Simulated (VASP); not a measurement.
Crystal: Be2ZnTe5.

```
Be Zn Te
1.0
     5.77000    0.00000    0.00000
     0.00000    5.77000    0.00000
     0.00000    0.00000    5.77000
Be Zn Te
2 1 5
Direct
  0.50000 0.00000 0.50000
  0.00000 0.50000 0.50000
  0.00000 0.00000 0.00000
  0.23000 0.23000 0.27000
  0.23000 0.77000 0.73000
  0.77000 0.23000 0.73000
  0.77000 0.77000 0.27000
  0.50000 0.50000 0.00000
```

| Item | Value |
| --- | --- |
| Program | VASP 6.6.1 |
| Task | relaxation of cell and atoms |
| Functional | PBE |
| Potentials or basis | VASP PAW PBE potentials, release 64 (Be, Zn, Te) |
| Cutoff | 600 eV |
| k mesh | 3 × 3 × 3 |
| Occupations | gaussian, width 0.2 eV |
| Spin | no spin polarisation |

At the start: pressure 16.5 GPa; volume 24.01 Å³/atom.

Problem. Where does the relaxation end?

Solution. Over 11 steps the energy falls by 384.8 meV/atom and the volume is 29.44 Å³/atom (+22.6 %); space group P-42m (No. 111, to 0.05 Å).

The path:
| step | energy change (eV) | largest force (eV/Å) | pressure (GPa) | volume (Å³) |
| --- | --- | --- | --- | --- |
| 1 | 0.0000 | 2.9041 | 16.52 | 192.10 |
| 2 | -2.4590 | 0.3676 | -3.79 | 269.46 |
| 3 | -2.7451 | 0.7134 | -0.75 | 245.03 |
| 4 | -2.8684 | 0.5277 | -0.41 | 241.63 |
| 5 | -2.9932 | 0.1399 | 0.48 | 234.84 |
| 6 | -2.9946 | 0.1615 | 0.64 | 233.89 |
| 7 | -3.0247 | 0.2120 | -0.14 | 237.91 |
| 8 | -3.0277 | 0.2481 | -0.52 | 239.98 |
| 9 | -3.0570 | 0.1928 | -0.32 | 238.34 |
| 10 | -3.0747 | 0.1274 | -0.02 | 235.68 |
| 11 | -3.0786 | 0.0367 | 0.01 | 235.52 |

Final structure:
```yaml
crystal:
  lattice:
    - [5.88181, 0.00000, 0.00000]
    - [0.00000, 5.88181, 0.00000]
    - [0.00000, 0.00000, 6.80774]
  atoms:
    - { symbol: Be, position: [0.50000, 0.00000, 0.50000] }
    - { symbol: Be, position: [0.00000, 0.50000, 0.50000] }
    - { symbol: Zn, position: [0.00000, 0.00000, 0.00000] }
    - { symbol: Te, position: [0.23212, 0.23212, 0.30475] }
    - { symbol: Te, position: [0.23212, 0.76788, 0.69525] }
    - { symbol: Te, position: [0.76788, 0.23212, 0.69525] }
    - { symbol: Te, position: [0.76788, 0.76788, 0.30475] }
    - { symbol: Te, position: [0.50000, 0.50000, 0.00000] }
```

Caveat: the k points lie up to 0.36 Å⁻¹ apart in the final cell; the volume moved by over 15 % at a fixed basis, so the end points are rough; the relaxation stopped at a loose force limit of 0.08 eV/Å, so its end isn't a converged minimum.
